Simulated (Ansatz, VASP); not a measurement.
Ta3N, level by level in two programs

```
CELL_PARAMETERS angstrom
3.03222 0.00000 0.00000
-1.51611 2.62598 0.00000
0.00000 0.00000 7.52414
ATOMIC_POSITIONS crystal
Ta 0.66667 0.33333 0.82607
Ta 0.33333 0.66667 0.17393
Ta 0.00000 0.00000 0.50000
N 0.00000 0.00000 0.00000
```

Single points on this cell with VASP 6.6.1 and Ansatz 0.2.0. Each row is one pair of runs. Alike in all rows: spin: off; smearing: fermi-dirac, width 0.05 eV; VASP's potentials, cutoff: VASP PAW PBE potentials, release 64 (Ta_pv, N), 520 eV.

| level | k mesh | Ansatz's potentials, cutoff | gap on the k mesh at the Fermi level (eV), VASP | gap on the k mesh at the Fermi level (eV), Ansatz | pressure (GPa), VASP | pressure (GPa), Ansatz | rms of the force components (eV/Å), VASP | rms of the force components (eV/Å), Ansatz |
| --- | --- | --- | --- | --- | --- | --- | --- | --- |
| PBE | 10 × 10 × 4 | Ansatz PAW, 420 eV | none | none | -0.4 | -0.7 | 0.034 | 0.054 |
| r2SCAN | 10 × 10 × 4 | Ansatz PAW, 500 eV | none | none | -3.1 | -4.0 | 0.002 | 0.029 |
| PBE-based global hybrid | 6 × 6 × 2 | Ansatz PAW, 420 eV | none | none | -3.5 | -2.5 | 0.127 | 0.156 |

Pressure (GPa): the two programs differ by at most 1.01; rms of the force components (eV/Å): the two programs differ by at most 0.0292.

VASP's potentials hold 38 valence electrons a cell and Ansatz's 44, so a difference there can come from the potentials and not from the codes.

A gap of «none» marks a metal or a gap that the smearing closes.

The k mesh is coarse in some rows, so the values compare programs but aren't converged. Spin-orbit coupling is off throughout.
